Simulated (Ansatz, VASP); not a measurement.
**AlGa5N6: VASP beside Ansatz**

```
Al Ga N
1.0
     3.42244    0.00000    0.00000
    -1.71122    2.96392    0.00000
     0.00000    0.00000   16.76644
Al Ga N
1 5 6
Direct
  0.00000 0.00000 0.50000
  0.66667 0.33333 0.66667
  0.33333 0.66667 0.83333
  0.00000 0.00000 0.00000
  0.66667 0.33333 0.16667
  0.33333 0.66667 0.33333
  0.00000 0.00000 0.75000
  0.66667 0.33333 0.91667
  0.33333 0.66667 0.08333
  0.00000 0.00000 0.25000
  0.66667 0.33333 0.41667
  0.33333 0.66667 0.58333
```

Alike in both runs: task relaxation of cell and atoms; functional PBE; k mesh 6 × 6 × 1; occupations gaussian, width 0.1 eV; no spin polarisation.

```csv
,VASP,Ansatz
version,VASP 6.6.1,Ansatz 0.2.0
potentials or method,"VASP PAW PBE potentials, release 64 (Al, Ga_d, N), cutoff 600 eV","scalar-relativistic, plane waves, PAW"
valence electrons in the cell,98,98
```

```tsv
	VASP	Ansatz	Ansatz less VASP
gap on the k mesh at the Fermi level, each at its own relaxed structure (eV)	0.83	0.86	+0.030
relaxed volume (Å³/atom)	9.52	9.50	-0.025
relaxed cell length with the largest relative difference (Å)	2.997	2.994	-0.0027
```

Noted on VASP's run: the volume moved by over 15 % at a fixed basis, so the end points are rough.
